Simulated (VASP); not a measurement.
Wanted: the native input for a VASP 6.6.1 run.

- Task: relaxation of cell and atoms
- Functional: PBE
- Potentials or basis: VASP PAW PBE potentials, release 64 (Hf_pv, B)
- Cutoff: 600 eV
- k mesh: 14 × 14 × 14
- Occupations: gaussian, width 0.1 eV
- Spin: no spin polarisation
- Dipole correction: no
- Further INCAR settings: ALGO = Normal; EDIFF = 1e-06; IBRION = 2; EDIFFG = -0.01; NSW = 80; ISIF = 3

The structure of HfB lies in POSCAR:

```
HfB
1.0
    0.0000000000      2.5805299664      2.5805299664
    2.5805299664      0.0000000000      2.5805299664
    2.5805299664      2.5805299664      0.0000000000
Hf B
1 1
Direct
    0.7500000000      0.7500000000      0.7500000000
    0.0000000000      0.0000000000      0.0000000000
```

These files were run (other wordings do the same):

INCAR

```
PREC = Accurate ; ENCUT = 600
EDIFF = 1E-6 ; ISMEAR = 0
SIGMA = 0.1 ; LREAL = False
LASPH = True ; NELM = 80
ALGO = Normal ; ISIF = 3
LWAVE = False ; LCHARG = False
GGA = PE ; IBRION = 2
NSW = 80 ; EDIFFG = -0.01
```

KPOINTS

```
Automatic mesh
0
Gamma
  14 14 14
```

Potentials or basis: VASP PAW PBE potentials, release 64 (Hf_pv, B).

Command:

```sh
$ cat potpaw_PBE.64/Hf_pv/POTCAR potpaw_PBE.64/B/POTCAR > POTCAR
$ mpirun -np 1 vasp_std > vasp.out
```

It gave:

| Quantity | Value |
| --- | --- |
| Relaxed volume | 18.02 Å³/atom |
| Relaxed cell | a = 3.707 Å, b = 3.707 Å, c = 3.707 Å, α = 60.00°, β = 60.00°, γ = 60.00° |
| Space group after relaxing (to 0.05 Å) | F-43m (No. 216) |
| Energy gained by relaxing | 13.5 meV/atom |
| Ionic steps | 3 |
| Pressure after relaxing | 0.0 GPa |

It took 44 s on 1 thread of Intel(R) Xeon(R) 6975P-C (Granite Rapids) (shared host), peak memory 0.21 GiB.
